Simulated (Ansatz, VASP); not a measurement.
One calculation of CdPd, two programs

```
Cd Pd
1.0
     2.96312    0.00000    0.00000
     0.00000    2.96312    0.00000
     0.00000    0.00000    3.62611
Cd Pd
1 1
Direct
  0.00000 0.00000 0.00000
  0.50000 0.50000 0.50000
```

Alike in both runs: task single point; functional LDA; k mesh 14 × 14 × 11; occupations fermi-dirac, width 0.05 eV; no spin polarisation.

|  | VASP | Ansatz |
| --- | --- | --- |
| version | VASP 6.6.1 | Ansatz 0.2.0 |
| potentials or method | VASP PAW LDA potentials, release 64 (Cd, Pd), cutoff 520 eV | all-electron LAPW, scalar-relativistic |

|  | VASP | Ansatz | Ansatz less VASP |
| --- | --- | --- | --- |
| pressure (GPa) | 1.6 | 0.0 | -1.53 |
| traceless stress, the component that is largest in VASP (GPa) | 0.11 | 0.02 | -0.090 |

LDA's correlation is that of Perdew and Zunger in VASP and of Perdew and Wang (1992) in Ansatz. Ansatz ran all-electron here, and VASP with PAW potentials.
